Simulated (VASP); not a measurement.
Set up this calculation in VASP 6.6.1, as the native input.

```yaml
Task: electric field gradients
Functional: PBE
Potentials_or_basis: VASP PAW PBE potentials, release 64 (Pb_d, Si)
Cutoff: 520 eV
k_mesh: 13 × 13 × 13
Occupations: fermi-dirac, width 0.05 eV
Spin: no spin polarisation
Dipole_correction: no
Further_INCAR_settings: ALGO = Normal; EDIFF = 1e-08; NBANDS = 16
```

The structure of SiPb (rocksalt type) lies in POSCAR:

```
SiPb
1.0
    0.0000000000      2.9111025484      2.9111025484
    2.9111025484      0.0000000000      2.9111025484
    2.9111025484      2.9111025484      0.0000000000
Pb Si
1 1
Direct
    0.0000000000      0.0000000000      0.0000000000
    0.5000000000      0.5000000000      0.5000000000
```

These files were run (other wordings do the same):

INCAR

```
  PREC = Accurate
  ENCUT = 520
  EDIFF = 1E-8
  ISMEAR = -1
  SIGMA = 0.05
  LREAL = False
  LASPH = True
  NELM = 60
  ALGO = Normal
  ISIF = 2
  LWAVE = False
  LCHARG = False
  GGA = PE
  LEFG = True
  NBANDS = 16
```

KPOINTS

```
Automatic mesh
0
Gamma
  13 13 13
```

Potentials or basis: VASP PAW PBE potentials, release 64 (Pb_d, Si).

Launch:

```console
$ cat potpaw_PBE.64/Pb_d/POTCAR potpaw_PBE.64/Si/POTCAR > POTCAR
$ mpirun -np 1 vasp_std > vasp.out
```

It gave:

| Item | Value |
| --- | --- |
| Pressure | 1.0 GPa |
| Band gap on the k mesh | zero (bands 9 and 10 overlap by 3.45 eV) |
| Largest electric field gradient by atom | under 0.05 V/Å² on every atom |

Caveat: spin-orbit coupling is left out, which moves the levels of the heavy elements.

Run time: 22 s on 1 thread of Intel(R) Xeon(R) 6975P-C (Granite Rapids), on a shared host, peak memory 0.21 GiB.
